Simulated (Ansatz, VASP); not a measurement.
**One calculation of Cd4O3, two programs**

File INCAR:

```
SYSTEM = Cd4O3
PREC     = Accurate       ! precision mode
ENCUT    = 600            ! plane-wave cutoff, eV
EDIFF    = 1E-7           ! SCF threshold, eV
ISMEAR   = 0              ! smearing method
SIGMA    = 0.1            ! smearing width, eV
LREAL    = .False.        ! projectors in reciprocal space
LASPH    = .True.         ! aspherical terms in the spheres
NELM     = 120            ! most SCF steps
ALGO     = Normal         ! electronic algorithm
ISIF     = 3              ! what is computed and relaxed
LWAVE    = .False.        ! write WAVECAR
LCHARG   = .False.        ! write CHGCAR
GGA      = PE             ! functional
IBRION   = 2              ! ionic algorithm
NSW      = 100            ! ionic steps
EDIFFG   = -0.01          ! ionic threshold
GGA_COMPAT= .False.      
NELMIN   = 4
```

File KPOINTS:

```
Automatic mesh
0
Gamma
  10 10 4
  0 0 0
```

Contents of POSCAR:

```
Cd4O3
1.0
    3.3251411413      0.0000000000      0.0000000000
    0.0000000000      3.3251411413      0.0000000000
    0.0000000000      0.0000000000      9.9669901164
Cd O
4 3
Direct
    0.5000000000      0.5000000000      0.7587180167
    0.0000000000      0.0000000000      0.0000000000
    0.5000000000      0.5000000000      0.2412819833
    0.0000000000      0.0000000000      0.5000000000
    0.0000000000      0.0000000000      0.7570280861
    0.5000000000      0.5000000000      0.0000000000
    0.0000000000      0.0000000000      0.2429719139
```

Input for Ansatz:

```yaml
crystal:
  lattice:
    - [3.3251411413, 0.0, 0.0]
    - [0.0, 3.3251411413, 0.0]
    - [0.0, 0.0, 9.9669901164]
  atoms:
    - { symbol: Cd, position: [0.5, 0.5, 0.7587180167] }
    - { symbol: Cd, position: [0.0, 0.0, 0.0] }
    - { symbol: Cd, position: [0.5, 0.5, 0.2412819833] }
    - { symbol: Cd, position: [0.0, 0.0, 0.5] }
    - { symbol: O, position: [0.0, 0.0, 0.7570280861] }
    - { symbol: O, position: [0.5, 0.5, 0.0] }
    - { symbol: O, position: [0.0, 0.0, 0.2429719139] }
basis:
  ecutwfc: 420
kpoints:
  mp_grid: { grid: [10, 10, 4] }
hamiltonian:
  xc: pbe
scf:
  occupations: { method: gaussian, width: 0.1 }
output:
  forces: true
  stress: true
  eigenvalues: true
relax:
  adjacent_minimum: "off"
  f_tol: 0.01
  max_steps: 80
  cell: { stress_tol: 0.05 }
```

Alike in both runs: task relaxation of cell and atoms; functional PBE; k mesh 10 × 10 × 4; occupations gaussian, width 0.1 eV; no spin polarisation.

|  | VASP | Ansatz |
| --- | --- | --- |
| version | VASP 6.6.1 | Ansatz 0.2.0 |
| potentials or method | VASP PAW PBE potentials, release 64 (Cd, O), cutoff 600 eV | scalar-relativistic, plane waves, PAW |
| valence electrons in the cell | 66 | 98 |

Ansatz gave:

| Quantity | Value |
| --- | --- |
| gap on the k mesh at the Fermi level, each at its own relaxed structure (eV) | none |
| relaxed volume (Å³/atom) | 15.84 |
| relaxed cell length with the largest relative difference (Å) | 3.301 |

Q: What did VASP give for the same quantities?

A: gap on the k mesh at the Fermi level, each at its own relaxed structure (eV): none; relaxed volume (Å³/atom): 15.93; relaxed cell length with the largest relative difference (Å): 3.315.

A gap of «none» marks a metal or a gap that the smearing closes. VASP's potentials hold 66 valence electrons a cell and Ansatz's 98, so a difference there can come from the potentials and not from the codes.
